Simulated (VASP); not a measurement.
# SbOs (CsCl type) (Pm-3m) in VASP: notebook, part 2 of 2

VASP 6.6.1. Earlier steps stand in the parts before.

## (4) Single point, PBE (volume scaled by 0.76)

File INCAR:

```
ALGO = Normal
EDIFF = 1E-7
ENCUT = 520
GGA = PE
ISIF = 2
ISMEAR = -1
LASPH = T
LCHARG = T
LELF = T
LREAL = F
LVHAR = T
LWAVE = F
NBANDS = 14
NELM = 60
PREC = Accurate
SIGMA = 0.05
```

File KPOINTS:

```
k-points
0
Gamma
  12 12 12
```

File POSCAR:

```
SbOs
1.0
    3.0042577168      0.0000000000      0.0000000000
    0.0000000000      3.0042577168      0.0000000000
    0.0000000000      0.0000000000      3.0042577168
Os Sb
1 1
Direct
    0.0000000000      0.0000000000      0.0000000000
    0.5000000000      0.5000000000      0.5000000000
```

Potentials or basis: VASP PAW PBE potentials, release 64 (Os, Sb).

Launch:

```
> cat potpaw_PBE.64/Os/POTCAR potpaw_PBE.64/Sb/POTCAR > POTCAR
> mpirun -np 1 vasp_std > vasp.out
```

OUTCAR:

```text
EDIFF = 1E-7
   ENCUT = 520
   GGA = PE
   ISIF = 2
   ISMEAR = -1
   LASPH = T
   LREAL = F
   NELM = 60
   PREC = Accurate

 ion  position               nearest neighbor table
   1  0.000  0.000  0.000-   2 2.60   2 2.60   2 2.60   2 2.60   2 2.60   2 2.60   2 2.60   2 2.60

   2  0.500  0.500  0.500-   1 2.60   1 2.60   1 2.60   1 2.60   1 2.60   1 2.60   1 2.60   1 2.60

  LATTYP: Found a simple cubic cell.
 ALAT       =     3.0042577168

  Lattice vectors:

 A1 = (   3.0042577168,   0.0000000000,   0.0000000000)
 A2 = (   0.0000000000,   3.0042577168,   0.0000000000)
 A3 = (   0.0000000000,   0.0000000000,   3.0042577168)

Analysis of symmetry for initial positions (statically):
=====================================================================
 Subroutine PRICEL returns:
 Original cell was already a primitive cell.

 Routine SETGRP: Setting up the symmetry group for a
 simple cubic supercell.

 Subroutine GETGRP returns: Found 48 space group operations
 (whereof 48 operations were pure point group operations)
 out of a pool of 48 trial point group operations.

The static configuration has the point symmetry O_h .

Analysis of symmetry for dynamics (positions and initial velocities):
=====================================================================
 Subroutine PRICEL returns:
 Original cell was already a primitive cell.

 Routine SETGRP: Setting up the symmetry group for a
 simple cubic supercell.

 Subroutine GETGRP returns: Found 48 space group operations
 (whereof 48 operations were pure point group operations)
 out of a pool of 48 trial point group operations.

The dynamic configuration has the point symmetry O_h .

 Subroutine INISYM returns: Found 48 space group operations
 (whereof 48 operations are pure point group operations),
 and found     1 'primitive' translations
[... 120 lines left out ...]
   GGA     = PE    functional components
   LHFCALC =     F    Hartree Fock is set to
   AEXX    =    0.0000 exact exchange contribution
   IVDW    =     0    specifies the selected vdW correction
   LEPSILON=     F    determine dielectric tensor
   LRPA    =     F    only Hartree local field effects (RPA)
 non-spin polarized calculation
  energy-cutoff  :      520.00
  volume of cell :       27.12
 maximum number of plane-waves:       743
 NGX is ok and might be reduce to    24
   NGX = 11   NGY = 11   NGZ = 11

 number of electron      13.0000002 magnetization

 Free energy of the ion-electron system (eV)
  ---------------------------------------------------
  ext. energy  EPLUGINS =         0.00000000
  ---------------------------------------------------
  free energy    TOTEN  =       -11.99980453 eV

  energy without entropy =      -11.98240917  energy(sigma->0) =      -11.99110685

 E-fermi :  16.0019     XC(G=0): -13.8350

 val. band max:       15.9851172913   @ k =   0.4167   0.4167   0.0000
 cond. band min:      16.0346450216   @ k =   0.5000   0.3333   0.0000
 fundamental gap:      0.0495277302
 Fermi energy:        16.0019439742

 k-point     1 :       0.0000    0.0000    0.0000
  band No.  band energies     occupation
      1      -1.3979      2.00000
      2       9.4609      2.00000
      3       9.4609      2.00000
      4      14.2314      2.00000
      5      14.2314      2.00000
      6      14.2314      2.00000
      7      16.0892      0.29736
      8      16.0892      0.29736
      9      16.0892      0.29736
     10      23.3280      0.00000
     11      25.5738      0.00000
     12      25.5738      0.00000
     13      29.1383      0.00000
     14      29.1383      0.00000
[... 377 lines left out ...]
      1       2.8799      2.00000
      2       6.9539      2.00000
      3       9.1018      2.00000
      4      10.8349      2.00000
      5      12.0131      2.00000
      6      12.8678      2.00000
      7      15.9372      1.56977
      8      18.0161      0.00000
      9      19.6846      0.00000
     10      21.6739      0.00000
     11      24.3386      0.00000
     12      26.5385      0.00000
     13      28.2704      0.00000
     14      29.4719      0.00000

 [... further k-points ...]

------------------------ aborting loop because EDIFF is reached ----------------------------------------

  FORCE on cell =-STRESS in cart. coord.  units (eV):
  Direction    XX          YY          ZZ          XY          YZ          ZX
  --------------------------------------------------------------------------------------
  -------------------------------------------------------------------------------------
  Total       17.0589002     17.0589002     17.0589002     -0.0000000      0.0000000     -0.0000000
  in kB     1007.9756800   1007.9756800   1007.9756800     -0.0000000      0.0000000     -0.0000000
  external PRESSURE =    1007.9756800 kB  Pullay stress =       0.0000000 kB

 VOLUME and BASIS-vectors are now :
 -----------------------------------------------------------------------------
  energy-cutoff  :      520.00
  volume of cell :       27.12
      direct lattice vectors                 reciprocal lattice vectors
     3.004257717  0.000000000  0.000000000     0.332860924  0.000000000  0.000000000
     0.000000000  3.004257717  0.000000000     0.000000000  0.332860924  0.000000000
     0.000000000  0.000000000  3.004257717     0.000000000  0.000000000  0.332860924

 POSITION                                       TOTAL-FORCE (eV/Angst)
 -----------------------------------------------------------------------------------
      0.00000      0.00000      0.00000         0.000000      0.000000      0.000000
      1.50213      1.50213      1.50213         0.000000      0.000000      0.000000
 -----------------------------------------------------------------------------------
    total drift:                               -0.000000      0.000000      0.000000

  FREE ENERGIE OF THE ION-ELECTRON SYSTEM (eV)
  ---------------------------------------------------
  free  energy   TOTEN  =       -11.9998045345 eV

  energy  without entropy=      -11.9824091713  energy(sigma->0) =      -11.99110685
```

Run time: 9.2 s. Hardware: 1 thread of Intel Xeon 6975P-C (Granite Rapids), shared host; peak memory 0.16 GiB.

Results:

| Property | Result |
| --- | --- |
| Free energy | -11.9998 eV |
| Pressure | 100.8 GPa |

Levels at points of the mesh, in eV from the Fermi level:
```tsv
k point	band 4	band 5	band 6	band 7	band 8	band 9
(0.00, 0.00, 0.00)	-1.77	-1.77	-1.77	0.09	0.09	0.09
(0.50, 0.00, 0.00)	-5.30	-5.30	-1.85	0.12	5.09	8.53
(0.50, 0.50, 0.00)	-6.46	-3.44	-3.44	0.09	2.25	2.27
(0.50, 0.50, 0.50)	-6.90	0.25	0.25	1.25	1.25	1.25
```

Caveat: spin-orbit coupling is left out, which moves the levels of the heavy elements.
